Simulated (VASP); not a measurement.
# LiMg (P4/mmm) in VASP: relaxation of cell and atoms with LDA

Aim: the relaxation of cell and atoms of LiMg with LDA.

Program: VASP 6.6.1. These are calculated values, not measurements. Logs are shortened: lines on timing, memory, paths and dates and some standing lists are left out, and cuts for length are marked.

## (1) The cell of the first run

It takes space group P4/mmm (No. 123, tetragonal). The conventional cell has a = 3.378 Å, b = 3.378 Å, c = 3.553 Å, α = 90.00°, β = 90.00°, γ = 90.00°. Li (site symmetry 4/mmm) has 8 Mg at 2.98 Å and 6 Li at 3.38 to 3.55 Å within 3.9 Å. Mg (site symmetry 4/mmm) has 8 Li at 2.98 Å and 6 Mg at 3.38 to 3.55 Å within 3.9 Å.

## (2) Relaxation of cell and atoms, LDA

INCAR reads:

```
SYSTEM = LiMg
PREC = Accurate ; ENCUT = 600
EDIFF = 1E-6 ; ISMEAR = 1
SIGMA = 0.05 ; LREAL = .FALSE.
LASPH = .TRUE. ; NELM = 60
ALGO = Normal ; ISIF = 3
LWAVE = .FALSE. ; LCHARG = .FALSE.
IBRION = 2 ; NSW = 80
EDIFFG = -0.01
```

KPOINTS reads:

```
regular mesh
0
G
  6 6 6
  0 0 0
```

POSCAR reads:

```
LiMg
1.0
    3.3781850000      0.0000000000      0.0000000000
    0.0000000000      3.3781850000      0.0000000000
    0.0000000000      0.0000000000      3.5526100000
Li Mg
1 1
Direct
    0.0000000000      0.0000000000      0.0000000000
    0.5000000000      0.5000000000      0.5000000000
```

Potentials or basis: VASP PAW LDA potentials, release 64 (Li_sv, Mg).

Command:

```
$ cat potpaw_LDA.64/Li_sv/POTCAR potpaw_LDA.64/Mg/POTCAR > POTCAR
$ mpirun -np 1 vasp_std > vasp.out
```

OUTCAR:

```text
SYSTEM = LiMg
   PREC = Accurate
   ENCUT = 600
   EDIFF = 1E-6
   ISMEAR = 1
   LREAL = .FALSE.
   LASPH = .TRUE.
   NELM = 60
   ISIF = 3
   IBRION = 2
   NSW = 80
   EDIFFG = -0.01

 ion  position               nearest neighbor table
   1  0.000  0.000  0.000-   2 2.98   2 2.98   2 2.98   2 2.98   2 2.98   2 2.98   2 2.98   2 2.98

   2  0.500  0.500  0.500-   1 2.98   1 2.98   1 2.98   1 2.98   1 2.98   1 2.98   1 2.98   1 2.98

  LATTYP: Found a simple tetragonal cell.
 ALAT       =     3.3781850000
 C/A-ratio  =     1.0516327555

  Lattice vectors:

 A1 = (   3.3781850000,   0.0000000000,   0.0000000000)
 A2 = (   0.0000000000,   3.3781850000,   0.0000000000)
 A3 = (   0.0000000000,   0.0000000000,   3.5526100000)

Analysis of symmetry for initial positions (statically):
=====================================================================
 Subroutine PRICEL returns:
 Original cell was already a primitive cell.

 Routine SETGRP: Setting up the symmetry group for a
 simple tetragonal supercell.

 Subroutine GETGRP returns: Found 16 space group operations
 (whereof 16 operations were pure point group operations)
 out of a pool of 16 trial point group operations.

The static configuration has the point symmetry D_4h.

Analysis of symmetry for dynamics (positions and initial velocities):
=====================================================================
 Subroutine PRICEL returns:
 Original cell was already a primitive cell.

 Routine SETGRP: Setting up the symmetry group for a
 simple tetragonal supercell.

 Subroutine GETGRP returns: Found 16 space group operations
 (whereof 16 operations were pure point group operations)
 out of a pool of 16 trial point group operations.

The dynamic configuration has the point symmetry D_4h.

 Subroutine INISYM returns: Found 16 space group operations
 (whereof 16 operations are pure point group operations),
 and found     1 'primitive' translations

----------------------------------------------------------------------------------------

                                     Primitive cell

  volume of cell :      40.5429

  direct lattice vectors                    reciprocal lattice vectors
     3.378185000  0.000000000  0.000000000     0.296016944  0.000000000  0.000000000
     0.000000000  3.378185000  0.000000000     0.000000000  0.296016944  0.000000000
     0.000000000  0.000000000  3.552610000     0.000000000  0.000000000  0.281483191

  length of vectors
     3.378185000  3.378185000  3.552610000     0.296016944  0.296016944  0.281483191

[... 108 lines left out ...]
   IVDW    =     0    specifies the selected vdW correction
   LEPSILON=     F    determine dielectric tensor
   LRPA    =     F    only Hartree local field effects (RPA)
 conjugate gradient relaxation of ions
 non-spin polarized calculation
 Methfessel and Paxton  Order N= 1 SIGMA  =   0.05
  energy-cutoff  :      600.00
  volume of cell :       40.54
 maximum number of plane-waves:      1372
 NGX is ok and might be reduce to    28
   NGX = 13   NGY = 13   NGZ = 15

--------------------------------------- Ionic step        1  -------------------------------------------

 number of electron       4.9999999 magnetization

 Free energy of the ion-electron system (eV)
  ---------------------------------------------------
  ext. energy  EPLUGINS =         0.00000000
  ---------------------------------------------------
  free energy    TOTEN  =        -3.94753628 eV

  energy without entropy =       -3.94621097  energy(sigma->0) =       -3.94709451

------------------------ aborting loop because EDIFF is reached ----------------------------------------

  FORCE on cell =-STRESS in cart. coord.  units (eV):
  Direction    XX          YY          ZZ          XY          YZ          ZX
  --------------------------------------------------------------------------------------
  -------------------------------------------------------------------------------------
  Total       -0.6460008     -0.6460008     -0.1785717      0.0000000      0.0000000      0.0000000
  in kB      -25.5287327    -25.5287327     -7.0568169      0.0000000      0.0000000      0.0000000
  external PRESSURE =     -19.3714274 kB  Pullay stress =       0.0000000 kB
[... 89 lines left out ...]
  FREE ENERGIE OF THE ION-ELECTRON SYSTEM (eV)
  ---------------------------------------------------
  free  energy   TOTEN  =        -3.9761207674 eV

  energy  without entropy=       -3.9756889936  energy(sigma->0) =       -3.97597684

[... ionic steps 4 to 12 ...]

--------------------------------------- Ionic step       13  -------------------------------------------

 number of electron       5.0000004 magnetization

------------------------ aborting loop because EDIFF is reached ----------------------------------------
[... 67 lines left out ...]
--------------------------------------- Ionic step       15  -------------------------------------------

 number of electron       5.0000003 magnetization

 Free energy of the ion-electron system (eV)
  ---------------------------------------------------
  ext. energy  EPLUGINS =         0.00000000
  ---------------------------------------------------
  free energy    TOTEN  =        -3.99749136 eV

  energy without entropy =       -3.99730172  energy(sigma->0) =       -3.99742815

 E-fermi :   2.0553     XC(G=0):  -8.3778

 val. band max:        1.8982774504   @ k =   0.3333   0.3333   0.5000
 cond. band min:       2.0807512715   @ k =   0.5000   0.3333   0.3333
 fundamental gap:      0.1824738211
 Fermi energy:         2.0553444016

 k-point     1 :       0.0000    0.0000    0.0000
  band No.  band energies     occupation
      1     -43.1873      2.00000
      2      -3.7944      2.00000
      3       3.9491      0.00000
      4       6.1516      0.00000
      5       9.2134      0.00000
      6       9.2134      0.00000
[... 199 lines left out ...]
 k-point    24 :       0.5000    0.0000    0.3333
  band No.  band energies     occupation
      1     -43.1811      2.00000
      2       0.1855      2.00000
      3       0.6673      2.00000
      4       3.3965      0.00000
      5       4.6797      0.00000
      6      12.8319      0.00000

 [... further k-points ...]

------------------------ aborting loop because EDIFF is reached ----------------------------------------

  FORCE on cell =-STRESS in cart. coord.  units (eV):
  Direction    XX          YY          ZZ          XY          YZ          ZX
  --------------------------------------------------------------------------------------
  -------------------------------------------------------------------------------------
  Total        0.0161824      0.0161824     -0.0191299      0.0000000      0.0000000      0.0000000
  in kB        0.6804484      0.6804484     -0.8043868      0.0000000      0.0000000      0.0000000
  external PRESSURE =       0.1855033 kB  Pullay stress =       0.0000000 kB
[... 17 lines left out ...]
  FREE ENERGIE OF THE ION-ELECTRON SYSTEM (eV)
  ---------------------------------------------------
  free  energy   TOTEN  =        -3.9974913643 eV

  energy  without entropy=       -3.9973017194  energy(sigma->0) =       -3.99742815

 reached required accuracy - stopping structural energy minimisation
```

OSZICAR:

```text
N       E                     dE             d eps       ncg     rms          rms(c)
DAV:   1     0.165070812509E+01    0.16507E+01   -0.13690E+03   480   0.667E+02
DAV:   2    -0.378932329176E+01   -0.54400E+01   -0.50701E+01   678   0.751E+01
DAV:   3    -0.400323512646E+01   -0.21391E+00   -0.21326E+00   696   0.121E+01
[... 105 lines left out ...]
DAV:   2    -0.399800547868E+01    0.41353E-04   -0.69010E-03   588   0.739E-01    0.251E-01
DAV:   3    -0.399765477490E+01    0.35070E-03   -0.20815E-03   918   0.301E-01    0.144E-01
DAV:   4    -0.399750012145E+01    0.15465E-03   -0.18041E-04   798   0.140E-01    0.397E-02
DAV:   5    -0.399749128825E+01    0.88332E-05   -0.50043E-05   834   0.500E-02    0.424E-03
DAV:   6    -0.399749136433E+01   -0.76082E-07   -0.15425E-06   318   0.133E-02
  15 F= -.39974914E+01 E0= -.39974281E+01  d E =-.136200E-02
```

CONTCAR:

```text
LiMg
   1.00000000000000
     3.1169093879393608    0.0000000000000000   -0.0000000000000000
    -0.0000000000000000    3.1169093879393608    0.0000000000000000
    -0.0000000000000000    0.0000000000000001    3.9220221711789507
  Li              Mg
     1     1
Direct
     1.0000000000000000    0.0000000000000000    0.0000000000000000
     0.5000000000000000    0.5000000000000000    0.5000000000000000

  0.00000000E+00  0.00000000E+00  0.00000000E+00
  0.00000000E+00  0.00000000E+00  0.00000000E+00
```

Wall time 2.2 min (1 thread of AMD EPYC 7R13, shared host); peak memory 0.13 GiB.

What came out:

```yaml
Free_energy: -3.9975 eV
Relaxed_volume: 19.05 Å³/atom
Relaxed_cell: a = 3.117 Å, b = 3.117 Å, c = 3.922 Å, α = 90.00°, β = 90.00°, γ = 90.00°
Space_group_after_relaxing_to_0.1_Å: P4/mmm (No. 123)
Energy_gained_by_relaxing: 25.0 meV/atom
Ionic_steps: 15
Pressure_after_relaxing: 0.0 GPa
Band_gap_on_the_k_mesh: zero (an odd number of electrons rules out a gap without spin polarisation)
```

Stress tensor (GPa, compression positive):
```
 0.07  0.00  0.00
 0.00  0.07  0.00
 0.00  0.00 -0.08
```

Step by step:
| step | energy change (eV) | largest force (eV/Å) | pressure (GPa) | volume (Å³) |
| --- | --- | --- | --- | --- |
| 1 | 0.0000 | 0.0000 | -1.94 | 40.54 |
| 2 | -0.0180 | 0.0000 | -1.16 | 39.12 |
| 3 | -0.0286 | 0.0000 | -0.03 | 37.51 |
| 4 | -0.0292 | 0.0000 | 0.37 | 37.02 |
| 5 | -0.0320 | 0.0000 | 0.34 | 37.07 |
| 6 | -0.0341 | 0.0000 | 0.49 | 37.16 |
| 7 | -0.0343 | 0.0000 | 0.53 | 37.18 |
| 8 | -0.0353 | 0.0000 | 0.53 | 37.21 |
| 9 | -0.0389 | 0.0000 | 0.47 | 37.27 |
| 10 | -0.0484 | 0.0000 | 0.56 | 37.34 |
| 11 | -0.0241 | 0.0000 | 1.05 | 37.28 |
| 12 | -0.0476 | 0.0000 | 0.66 | 37.35 |
| 13 | -0.0486 | 0.0000 | 0.60 | 37.35 |
| 14 | -0.0486 | 0.0000 | -0.53 | 38.88 |
| 15 | -0.0500 | 0.0000 | 0.02 | 38.10 |

Final structure:
```xyz
2
Lattice="3.1169 0.0000 0.0000 0.0000 3.1169 0.0000 0.0000 0.0000 3.9220" Properties=species:S:1:pos:R:3 pbc="T T T"
Li    3.1169    0.0000    0.0000
Mg    1.5585    1.5585    1.9610
```

Levels at points of the mesh, in eV from the Fermi level:
```csv
k point,band 1,band 2,band 3,band 4,band 5,band 6
"(0.00, 0.00, 0.00)",-45.24,-5.85,1.89,4.10,7.16,7.16
"(0.50, 0.00, 0.00)",-45.24,-2.94,-1.83,4.96,6.04,6.80
"(0.50, 0.50, 0.00)",-45.23,0.15,0.15,1.74,2.71,8.29
"(0.00, 0.00, 0.50)",-45.24,-4.56,-2.57,8.76,8.83,8.83
"(0.50, 0.00, 0.50)",-45.24,-1.18,-0.75,-0.29,2.04,11.57
"(0.50, 0.50, 0.50)",-45.23,2.41,2.41,2.41,2.44,2.44
```

Caveat: the cutoff is under 1.25 times the usual one of these potentials, so pressure, stress and relaxed cells hold a basis-set (Pulay) error.
